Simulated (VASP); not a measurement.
# SiO2: single point with r2SCAN

The system is SiO2.

```xyz
12
Lattice="4.9516 0.0000 0.0000 0.0000 4.9516 0.0000 0.0000 0.0000 6.8808" Properties=species:S:1:pos:R:3 pbc="T T T"
Si    1.5112    1.5112    0.0000
Si    0.9646    3.9870    1.7202
Si    3.4404    3.4404    3.4404
Si    3.9870    0.9646    5.1606
O     1.1737    0.5679    1.2649
O     1.9079    3.6495    2.9851
O     3.7779    4.3837    4.7053
O     3.0437    1.3021    6.4255
O     3.6495    1.9079    3.8956
O     4.3837    3.7779    2.1754
O     1.3021    3.0437    0.4553
O     0.5679    1.1737    5.6158
```

```json
{
 "Program": "VASP 6.6.1",
 "Task": "single point",
 "Functional": "r2SCAN",
 "Potentials or basis": "VASP PAW PBE potentials, release 64 (Si, O)",
 "Cutoff": "520 eV",
 "k mesh": "6 × 6 × 4",
 "Occupations": "fermi-dirac, width 0.02 eV",
 "Spin": "no spin polarisation",
 "Dipole correction": "no",
 "Further INCAR settings": "ALGO = Normal; EDIFF = 1e-07; NBANDS = 44"
}
```

| Quantity | Value |
| --- | --- |
| Pressure | 0.4 GPa |
| Largest force | 0.023 eV/Å |
| Band gap on the k mesh | 6.38 eV |

Forces on the atoms (eV/Å):
```
Si   0.016  0.016  0.000
Si  -0.016  0.016  0.000
Si  -0.016 -0.016  0.000
Si   0.016 -0.016  0.000
O    0.003  0.002 -0.003
O   -0.002  0.003 -0.003
O   -0.003 -0.002 -0.003
O    0.002 -0.003 -0.003
O    0.003 -0.002  0.003
O   -0.002 -0.003  0.003
O   -0.003  0.002  0.003
O    0.002  0.003  0.003
```

Stress tensor (GPa, compression positive):
```
0.51 0.00 0.00
0.00 0.51 0.00
0.00 0.00 0.29
```

Levels at points of the mesh, in eV from the valence-band top:
| k point | band 29 | band 30 | band 31 | band 32 | band 33 | band 34 | band 35 | band 36 |
| --- | --- | --- | --- | --- | --- | --- | --- | --- |
| (0.00, 0.00, 0.00) | -0.69 | -0.33 | -0.33 | 0.00 | 6.38 | 9.66 | 9.66 | 10.20 |
| (0.50, 0.00, 0.00) | -0.65 | -0.65 | -0.50 | -0.50 | 8.52 | 8.52 | 10.06 | 10.06 |
| (0.50, 0.50, 0.00) | -0.59 | -0.59 | -0.53 | -0.53 | 9.50 | 9.50 | 9.68 | 9.68 |
| (0.00, 0.00, 0.50) | -0.56 | -0.56 | -0.39 | -0.39 | 7.69 | 7.69 | 10.30 | 10.30 |
| (0.50, 0.00, 0.50) | -0.93 | -0.93 | -0.19 | -0.19 | 8.96 | 8.96 | 9.71 | 9.71 |
| (0.50, 0.50, 0.50) | -0.60 | -0.60 | -0.60 | -0.60 | 10.02 | 10.02 | 10.02 | 10.02 |

It took 16 min on 1 thread of AMD EPYC 7R13 Processor (Zen 3), with other jobs on the host, peak memory 0.37 GiB.

Caveat: the PAW data sets were made with another functional, which shifts forces and pressure a little. A k mesh can miss the band edges.
